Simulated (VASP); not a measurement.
The system is Mg2BeS3.

```
Mg Be S
1.0
     2.76516    1.59647    4.39279
    -2.76516    1.59647    4.39279
     0.00000   -3.19293    4.39279
Mg Be S
2 1 3
Direct
  0.62652 0.62652 0.62652
  0.37348 0.37348 0.37348
  0.00000 0.00000 0.00000
  0.00000 0.50000 0.00000
  0.50000 0.00000 0.00000
  0.00000 0.00000 0.50000
```

| Quantity | Value |
| --- | --- |
| Program | VASP 6.6.1 |
| Task | relaxation of cell and atoms |
| Functional | PBE |
| Potentials or basis | VASP PAW PBE potentials, release 64 (Mg, Be, S) |
| Cutoff | 600 eV |
| k mesh | 6 × 6 × 6 |
| Occupations | gaussian, width 0.1 eV |
| Spin | no spin polarisation |

At the start: pressure -5.5 GPa; volume 19.39 Å³/atom.

Question: How do energy, volume and symmetry change on relaxing?

Answer: Over 25 steps the energy falls by 800.2 meV/atom and the volume is 19.15 Å³/atom (-1.3 %); space group R-3m (No. 166, to 0.05 Å).

Step by step:
| step | energy change (eV) | largest force (eV/Å) | pressure (GPa) | volume (Å³) |
| --- | --- | --- | --- | --- |
| 1 | 0.0000 | 0.0052 | -5.49 | 116.35 |
| 2 | -0.4432 | 0.0577 | -1.29 | 105.44 |
| 3 | -0.6039 | 0.0846 | 2.64 | 98.17 |
| 4 | -0.6224 | 0.0988 | 4.95 | 94.88 |
| 5 | -0.9957 | 0.3342 | 7.29 | 92.78 |
| 6 | -2.6741 | 1.9003 | 17.01 | 85.15 |
| 7 | -2.1586 | 3.2814 | 26.32 | 80.83 |
| 8 | -2.6714 | 2.1677 | 18.71 | 84.21 |
| 9 | -2.8280 | 2.3747 | 18.33 | 84.78 |
| 10 | -2.9531 | 2.8913 | 18.24 | 85.76 |
| 11 | -3.2411 | 2.6197 | 15.53 | 87.79 |
| 12 | -3.8975 | 1.9844 | 8.63 | 94.06 |
| 13 | -4.4704 | 1.3359 | -0.76 | 107.46 |
| 14 | -4.4927 | 1.2823 | -2.07 | 110.24 |
| 15 | -4.4946 | 1.2703 | -2.42 | 111.04 |
| 16 | -4.5582 | 1.1025 | -1.84 | 110.51 |
| 17 | -4.6909 | 0.5990 | 0.19 | 108.94 |
| 18 | -4.6610 | 0.6002 | 5.57 | 105.80 |
| 19 | -4.7304 | 0.1709 | 2.13 | 107.66 |
| 20 | -4.7309 | 0.1070 | 2.41 | 107.49 |
| 21 | -4.7669 | 0.0681 | 1.65 | 109.60 |
| 22 | -4.7980 | 0.0222 | -0.22 | 116.03 |
| 23 | -4.8001 | 0.0229 | 0.10 | 114.79 |
| 24 | -4.8001 | 0.0229 | 0.14 | 114.64 |
| 25 | -4.8011 | 0.0283 | 0.01 | 114.89 |

Final structure:
```
Mg Be S
1.0
     3.31126    1.91176    3.02498
    -3.31126    1.91176    3.02498
     0.00000   -3.82352    3.02498
Mg Be S
2 1 3
Cartesian
  0.0000 0.0000 6.1249
  0.0000 0.0000 2.9501
  0.0000 0.0000 0.0000
  -1.6556 0.9559 1.5125
  1.6556 0.9559 1.5125
  0.0000 -1.9118 1.5125
```
